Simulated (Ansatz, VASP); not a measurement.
**C in VASP and in Ansatz**

INCAR

```
PREC = Accurate
ENCUT = 520
EDIFF = 1E-6
ISMEAR = 0
SIGMA = 0.1
LREAL = False
LASPH = True
NELM = 60
ALGO = Normal
ISIF = 2
LWAVE = False
LCHARG = True
LDIPOL = True
IDIPOL = 3
DIPOL = 0.5 0.5 0.500
GGA = PE
IVDW = 12
LELF = True
LVHAR = True
LVACPOTAV = True
NBANDS = 11
```

KPOINTS

```
regular mesh
0
Gamma
  8 8 1
```

File POSCAR:

```
C
1.0
    2.4656258656      0.0000000000      0.0000000000
   -1.2328129328      2.1341717666      0.0000000000
    0.0000000000      0.0000000000     26.0000000000
C
2
Direct
    0.6666996635      0.3333993270      0.5000000000
    0.3333003365      0.6666006730      0.5000000000
```

Input for Ansatz:

```yaml
crystal:
  lattice:
    - [2.4656258656, 0.0, 0.0]
    - [-1.2328129328, 2.1341717666, 0.0]
    - [0.0, 0.0, 26.0]
  atoms:
    - { symbol: C, position: [0.6666996635, 0.333399327, 0.5] }
    - { symbol: C, position: [0.3333003365, 0.666600673, 0.5] }
  periodic: [true, true, false]
basis:
  ecutwfc: 420
kpoints:
  mp_grid: { grid: [8, 8, 1] }
hamiltonian:
  xc: pbe
  dispersion: d3bj
scf:
  occupations: { method: gaussian, width: 0.1 }
output:
  forces: true
  stress: true
  eigenvalues: true
```

Alike in both runs: task single point; functional PBE; dispersion D3(BJ); k mesh 8 × 8 × 1; occupations gaussian, width 0.1 eV; no spin polarisation.

|  | VASP | Ansatz |
| --- | --- | --- |
| version | VASP 6.6.1 | Ansatz 0.2.0 |
| potentials or method | VASP PAW PBE potentials, release 64 (C), cutoff 520 eV | scalar-relativistic, plane waves, PAW |
| valence electrons in the cell | 8 | 8 |

```tsv
	VASP	Ansatz	Ansatz less VASP
gap on the k mesh at the Fermi level (eV)	1.97	1.97	+0.001
least direct gap on the mesh (eV)	1.97	1.97	+0.001
rms of the force components (eV/Å)	0.005	0.005	+0.0001
```

Atom by atom the forces differ by 0.000 eV/Å (rms over components).
